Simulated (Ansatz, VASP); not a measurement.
## Two plane-wave programs on SnSe

```
Sn Se
1.0
     0.00000    3.12116    3.12116
     3.12116    0.00000    3.12116
     3.12116    3.12116    0.00000
Sn Se
1 1
Direct
  0.00000 0.00000 0.00000
  0.75000 0.75000 0.75000
```

Change from the starting cell: ordered vacancies on the anion sites of fluorite (F-43m, No. 216).

Alike in both runs: task relaxation of cell and atoms; functional PBE; k mesh 6 × 6 × 6; occupations gaussian, width 0.1 eV; no spin polarisation.

|  | VASP | Ansatz |
| --- | --- | --- |
| version | VASP 6.6.1 | Ansatz 0.2.0 |
| potentials or method | VASP PAW PBE potentials, release 64 (Sn_d, Se), cutoff 600 eV | scalar-relativistic, plane waves, PAW |
| valence electrons in the cell | 20 | 30 |

VASP gave:

| Property | Result |
| --- | --- |
| gap on the k mesh at the Fermi level, each at its own relaxed structure (eV) | 0.20 |
| relaxed volume (Å³/atom) | 38.74 |
| relaxed cell length with the largest relative difference (Å) | 4.785 |

Task: What did Ansatz give for the same quantities?

Result: gap on the k mesh at the Fermi level, each at its own relaxed structure (eV): 0.21; relaxed volume (Å³/atom): 38.82; relaxed cell length with the largest relative difference (Å): 4.788.

VASP's potentials hold 20 valence electrons a cell and Ansatz's 30, so a difference there can come from the potentials and not from the codes.

Noted on VASP's run: the volume moved by over 15 % at a fixed basis, so the end points are rough.
